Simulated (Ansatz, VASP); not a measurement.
**One calculation of KCd2, two programs**

```
K Cd
1.0
    -2.01131    2.01131    6.21133
     2.01131   -2.01131    6.21133
     2.01131    2.01131   -6.21133
K Cd
1 2
Direct
  0.00000 0.00000 0.00000
  0.70566 0.70566 0.00000
  0.29434 0.29434 0.00000
```

Alike in both runs: functional PBE; k mesh 6 × 6 × 6; occupations gaussian, width 0.1 eV; no spin polarisation.

Ansatz relaxed the structure, and its values are those at the end. VASP's run is a single point on that final structure, the one shown.

```csv
,VASP,Ansatz
version,VASP 6.6.1,Ansatz 0.2.0
potentials or method,"VASP PAW PBE potentials, release 64 (K_sv, Cd), cutoff 520 eV","scalar-relativistic, plane waves, PAW"
valence electrons in the cell,33,49
```

Ansatz gave:

| Property | Result |
| --- | --- |
| gap on the k mesh at the Fermi level (eV) | none |
| pressure (GPa) | 0.0 |
| rms of the force components (eV/Å) | 0.011 |

Question: Which values does VASP return?

Answer: gap on the k mesh at the Fermi level (eV): none; pressure (GPa): 0.0; rms of the force components (eV/Å): 0.007.

A gap of «none» marks a metal or a gap that the smearing closes. VASP's potentials hold 33 valence electrons a cell and Ansatz's 49, so a difference there can come from the potentials and not from the codes.

The k mesh is coarse, so the values compare programs but aren't converged.
